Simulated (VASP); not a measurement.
# Y (P6/mmm) in VASP: notebook

The runs below take Y through single point, with BLYP.

Everything below comes from runs of VASP 6.6.1. Logs are shortened: lines on timing, memory, paths and dates and some standing lists are left out, and cuts for length are marked.

## Step 1: The cell of the first run

The structure is hexagonal, space group P6/mmm (No. 191). Conventional cell: a = 5.775 Å, b = 5.775 Å, c = 3.610 Å, α = 90.00°, β = 90.00°, γ = 120.00°. Within 4.7 Å of Y (site symmetry 6/mmm) lie 14 Y at 3.61 to 3.79 Å. Y (site symmetry -6m2) has 11 Y at 3.33 to 3.79 Å within 4.4 Å.

This isn't the form of Y at room conditions, which is hcp.

## Step 2: Single point, BLYP (34.75 Å³/atom)

INCAR

```
SYSTEM = Y
PREC = Accurate
ENCUT = 520
EDIFF = 1E-6
ISMEAR = -1
SIGMA = 0.1
LREAL = .False.
LASPH = .True.
NELM = 80
ALGO = Normal
ISIF = 2
LWAVE = .False.
LCHARG = .False.
GGA = B5
ALDAX = 1.0
AGGAX = 1.0
AGGAC = 1.0
ALDAC = 0.0
NBANDS = 24
```

KPOINTS

```
regular mesh
0
Gamma
  7 7 10
  0 0 0
```

POSCAR

```
Y
1.0
    5.7750559068      0.0000000000      0.0000000000
   -2.8875279534      5.0013451235      0.0000000000
    0.0000000000      0.0000000000      3.6096802445
Y
3
Direct
    1.0000000000      0.0000000000      0.0000000000
    0.3333333333      0.6666666667      0.5000000000
    0.6666666667      0.3333333333      0.5000000000
```

Potentials or basis: VASP PAW PBE potentials, release 64 (Y_sv).

Command:

```console
$ cat potpaw_PBE.64/Y_sv/POTCAR > POTCAR
$ mpirun -np 1 vasp_std > vasp.out
```

OUTCAR:

```text
SYSTEM = Y
   PREC = Accurate
   ENCUT = 520
   EDIFF = 1E-6
   ISMEAR = -1
   LREAL = .False.
   LASPH = .True.
   NELM = 80
   ISIF = 2
   GGA = B5

 ion  position               nearest neighbor table
   1  0.000  0.000  0.000-   2 3.79   3 3.79   2 3.79   3 3.79   2 3.79   2 3.79   3 3.79   3 3.79
                             3 3.79   3 3.79   2 3.79   2 3.79
   2  0.333  0.667  0.500-   3 3.33   3 3.33   3 3.33   1 3.79   1 3.79   1 3.79   1 3.79   1 3.79
                             1 3.79
   3  0.667  0.333  0.500-   2 3.33   2 3.33   2 3.33   1 3.79   1 3.79   1 3.79   1 3.79   1 3.79
                             1 3.79

  LATTYP: Found a hexagonal cell.
 ALAT       =     5.7750559068
 C/A-ratio  =     0.6250468052

  Lattice vectors:

 A1 = (   5.7750559068,   0.0000000000,   0.0000000000)
 A2 = (  -2.8875279534,   5.0013451235,   0.0000000000)
 A3 = (   0.0000000000,   0.0000000000,   3.6096802445)

Analysis of symmetry for initial positions (statically):
=====================================================================
 Subroutine PRICEL returns:
 Original cell was already a primitive cell.

 Routine SETGRP: Setting up the symmetry group for a
 hexagonal supercell.

 Subroutine GETGRP returns: Found 24 space group operations
 (whereof 24 operations were pure point group operations)
 out of a pool of 24 trial point group operations.

The static configuration has the point symmetry D_6h.

Analysis of symmetry for dynamics (positions and initial velocities):
=====================================================================
 Subroutine PRICEL returns:
 Original cell was already a primitive cell.

 Routine SETGRP: Setting up the symmetry group for a
 hexagonal supercell.

 Subroutine GETGRP returns: Found 24 space group operations
 (whereof 24 operations were pure point group operations)
 out of a pool of 24 trial point group operations.

The dynamic configuration has the point symmetry D_6h.

 Subroutine INISYM returns: Found 24 space group operations
 (whereof 24 operations are pure point group operations),
 and found     1 'primitive' translations

----------------------------------------------------------------------------------------

                                     Primitive cell

[... 74 lines left out ...]
   k-points           NKPTS =     48   k-points in BZ     NKDIM =     48   number of bands    NBANDS=     24
   number of dos      NEDOS =    301   number of ions     NIONS =      3
   total plane-waves  NPLWV =  64512
   dimension x,y,z NGX =    48 NGY =   48 NGZ =   28
   dimension x,y,z NGXF=    96 NGYF=   96 NGZF=   56
   ions per type =               3
   NGX,Y,Z   is equivalent  to a cutoff of  13.82, 13.82, 12.90 a.u.
   NGXF,Y,Z  is equivalent  to a cutoff of  27.64, 27.64, 25.79 a.u.
 SYSTEM =  Y
   PREC   = accura    normal or accurate (medium, high low for compatibility)
   ISTART =      0    job   : 0-new  1-cont  2-samecut
   ICHARG =      2    charge: 1-file 2-atom 10-const
   ISPIN  =      1    spin polarized calculation?
   LNONCOLLINEAR =      F non collinear calculations
   LSORBIT =      F    spin-orbit coupling
   LASPH  =      T    aspherical Exc in radial PAW
   ENCUT  =  520.0 eV  38.22 Ry    6.18 a.u.  10.74 10.74  6.71*2*pi/ulx,y,z
   NELM   =     80;   NELMIN=  2; NELMDL= -5     # of ELM steps
   EDIFF  = 0.1E-05   stopping-criterion for ELM
   LREAL  =      F    real-space projection
[... 7 lines left out ...]
   TEBEG  =    0.0;   TEEND  =   0.0 temperature during run
   PSTRESS=    0.0 pullay stress
   NELECT =      33.0000    total number of electrons
   NUPDOWN=      -1.0000    fix difference up-down
   EMIN   =  10.00;   EMAX   =-10.00  energy-range for DOS
   EFERMI =   0.00;   METHOD = LEGACY
   ISMEAR =    -1;   SIGMA  =   0.10  broadening in eV -4-tet -1-fermi 0-gaus
   EFERMI_NEDOS =   21; number of points for ismear=-14 and -15
   IALGO  =     38    algorithm
   IMIX   =      4    mixing-type and parameters
     AMIX     =   0.40;   BMIX     =  1.00
     AMIX_MAG =   1.60;   BMIX_MAG =  1.00
  volume/ion in A,a.u.               =      34.75       234.52
  Fermi-wavevector in a.u.,A,eV,Ry     =   1.115687  2.108342 16.935942  1.244757
  Thomas-Fermi vector in A             =   2.252294
   LORBIT       =      0    0 simple, 1 ext, 2 COOP (PROOUT), +10 PAW based schemes
   GGA     = B5    functional components
   LHFCALC =     F    Hartree Fock is set to
   AEXX    =    0.0000 exact exchange contribution
   IVDW    =     0    specifies the selected vdW correction
   LEPSILON=     F    determine dielectric tensor
   LRPA    =     F    only Hartree local field effects (RPA)
 non-spin polarized calculation
  energy-cutoff  :      520.00
  volume of cell :      104.26
 maximum number of plane-waves:      2839
 NGX is ok and might be reduce to    48
   NGX = 21   NGY = 21   NGZ = 13

 number of electron      32.9999998 magnetization

 Free energy of the ion-electron system (eV)
  ---------------------------------------------------
  ext. energy  EPLUGINS =         0.00000000
  ---------------------------------------------------
  free energy    TOTEN  =       -16.25696675 eV

  energy without entropy =      -16.05596128  energy(sigma->0) =      -16.15646402

 E-fermi :   3.1736     XC(G=0):  -8.6993

 val. band max:        3.1722645305   @ k =   0.0000   0.0000   0.1000
 cond. band min:       3.1895684609   @ k =   0.4286   0.1429   0.4000
 fundamental gap:      0.0173039304
 Fermi energy:         3.1736336545

 k-point     1 :       0.0000    0.0000    0.0000
  band No.  band energies     occupation
      1     -39.6447      2.00000
      2     -39.5956      2.00000
      3     -39.5535      2.00000
      4     -19.8585      2.00000
      5     -19.8585      2.00000
      6     -19.7274      2.00000
[... 637 lines left out ...]
     23       5.1812      0.00000
     24       6.2044      0.00000

 [... further k-points ...]
[... 5 lines left out ...]
  --------------------------------------------------------------------------------------
  -------------------------------------------------------------------------------------
  Total       -0.9383582     -0.9383582     -0.8749758      0.0000000     -0.0000000      0.0000000
  in kB      -14.4200747    -14.4200747    -13.4460551      0.0000000     -0.0000000      0.0000000
  external PRESSURE =     -14.0954015 kB  Pullay stress =       0.0000000 kB

 VOLUME and BASIS-vectors are now :
 -----------------------------------------------------------------------------
  energy-cutoff  :      520.00
  volume of cell :      104.26
      direct lattice vectors                 reciprocal lattice vectors
     5.775055907  0.000000000  0.000000000     0.173158497  0.099973105  0.000000000
    -2.887527953  5.001345124  0.000000000     0.000000000  0.199946210  0.000000000
     0.000000000  0.000000000  3.609680244     0.000000000  0.000000000  0.277032848

 POSITION                                       TOTAL-FORCE (eV/Angst)
 -----------------------------------------------------------------------------------
      0.00000      0.00000      0.00000         0.000000      0.000000      0.000000
     -0.00000      3.33423      1.80484        -0.000000      0.000000      0.000000
      2.88753      1.66712      1.80484         0.000000      0.000000      0.000000
 -----------------------------------------------------------------------------------
    total drift:                               -0.000000      0.000000     -0.000000

  FREE ENERGIE OF THE ION-ELECTRON SYSTEM (eV)
  ---------------------------------------------------
  free  energy   TOTEN  =       -16.2569667482 eV

  energy  without entropy=      -16.0559612831  energy(sigma->0) =      -16.15646402
```

OSZICAR:

```text
N       E                     dE             d eps       ncg     rms          rms(c)
DAV:   1     0.152504363357E+03    0.15250E+03   -0.16116E+04  2304   0.129E+03
DAV:   2    -0.272998130347E+01   -0.15523E+03   -0.14939E+03  2728   0.298E+02
DAV:   3    -0.162214094114E+02   -0.13491E+02   -0.13057E+02  4368   0.477E+01
DAV:   4    -0.168057531140E+02   -0.58434E+00   -0.58279E+00  3056   0.108E+01
DAV:   5    -0.168233156258E+02   -0.17563E-01   -0.17559E-01  3560   0.163E+00    0.373E+01
DAV:   6    -0.163453544783E+02    0.47796E+00   -0.63092E-01  2424   0.428E+00    0.225E+01
DAV:   7    -0.162657558744E+02    0.79599E-01   -0.10547E+00  2880   0.524E+00    0.205E+00
DAV:   8    -0.162576769201E+02    0.80790E-02   -0.16984E-01  2888   0.194E+00    0.116E+00
DAV:   9    -0.162569023930E+02    0.77453E-03   -0.54991E-03  3648   0.432E-01    0.313E-01
DAV:  10    -0.162569298359E+02   -0.27443E-04   -0.14108E-03  2952   0.266E-01    0.507E-02
DAV:  11    -0.162569512051E+02   -0.21369E-04   -0.10984E-04  3672   0.430E-02    0.273E-02
DAV:  12    -0.162569666479E+02   -0.15443E-04   -0.15294E-05  2624   0.241E-02    0.360E-02
DAV:  13    -0.162569667482E+02   -0.10035E-06   -0.66476E-06  2968   0.135E-02
   1 F= -.16256967E+02 E0= -.16156464E+02  d E =-.201005E+00
```

Run time: 5.1 min. Hardware: 1 thread of AMD EPYC, shared host; peak memory 0.27 GiB.

Results:

```
Free energy            : -16.2570 eV
Pressure               : -1.4 GPa
Band gap on the k mesh : zero (an odd number of electrons rules out a gap without spin polarisation)
```

Caveat: the PAW data sets were made with another functional, which shifts forces and pressure a little.

[end of part 1 of 2]
